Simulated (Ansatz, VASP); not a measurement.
# One calculation of BN, two programs

INCAR

```
SYSTEM = BN
PREC = Accurate ; ENCUT = 600
EDIFF = 1E-6 ; ISMEAR = 0
SIGMA = 0.01 ; LREAL = .FALSE.
LASPH = .TRUE. ; NELM = 120
ALGO = Normal ; ISIF = 2
LWAVE = .FALSE. ; LCHARG = .FALSE.
GGA = CA ; NBANDS = 16
GGA_COMPAT = .FALSE.
```

Contents of KPOINTS:

```
Automatic mesh
0
G
  10 10 4
  0 0 0
```

File POSCAR:

```
BN
1.0
    2.4851714517      0.0000000000      0.0000000000
   -1.2425857259      2.1522216100      0.0000000000
    0.0000000000      0.0000000000      6.1722718069
B N
2 2
Direct
    0.3333333333      0.6666666667      0.2500000000
    0.6666666667      0.3333333333      0.7500000000
    0.3333333333      0.6666666667      0.7500000000
    0.6666666667      0.3333333333      0.2500000000
```

Input for Ansatz:

```yaml
crystal:
  lattice:
    - [2.48517145173, 0.0, 0.0]
    - [-1.24258572586, 2.15222160996, 0.0]
    - [0.0, 0.0, 6.17227180689]
  atoms:
    - { symbol: B, position: [0.333333333333, 0.666666666667, 0.25] }
    - { symbol: B, position: [0.666666666667, 0.333333333333, 0.75] }
    - { symbol: "N", position: [0.333333333333, 0.666666666667, 0.75] }
    - { symbol: "N", position: [0.666666666667, 0.333333333333, 0.25] }
kpoints:
  mp_grid: { grid: [10, 10, 4] }
scf:
  occupations: { method: fixed }
  convergence: { dr2_threshold: 1.0e-10 }
hamiltonian:
  xc: lda
  pseudopotentials: { kind: all_electron, lapw: { basis_error: 0.0005 } }
output:
  forces: true
  stress: true
  eigenstates:
    kpoints:
      - [0.0, 0.0, 0.0]
      - [0.5, -0.5, 0.0]
      - [0.0, 0.5, 0.0]
      - [0.5, 0.0, 0.0]
      - [-0.625, 0.3125, 0.0]
      - [-0.3125, -0.3125, 0.0]
      - [-0.3125, 0.625, 0.0]
      - [0.0, 0.0, -0.5]
      - [-0.5, 0.0, -0.5]
      - [-0.5, 0.5, -0.5]
      - [0.0, -0.5, -0.5]
  eigenvalues: true
```

Alike in both runs: task single point; functional LDA; k mesh 10 × 10 × 4; no spin polarisation.

```csv
,VASP,Ansatz
version,VASP 6.6.1,Ansatz 0.2.0
potentials or method,"VASP PAW LDA potentials, release 64 (B, N), cutoff 600 eV","all-electron LAPW, scalar-relativistic"
occupations,"gaussian, width 0.01 eV",fixed
```

```tsv
	VASP	Ansatz	Ansatz less VASP
gap on the k mesh at the Fermi level (eV)	3.94	3.95	+0.009
pressure (GPa)	2.3	2.1	-0.16
traceless stress, the component that is largest in VASP (GPa)	-0.59	-0.16	+0.436
```

LDA's correlation is that of Perdew and Zunger in VASP and of Perdew and Wang (1992) in Ansatz. Ansatz ran all-electron here, and VASP with PAW potentials.
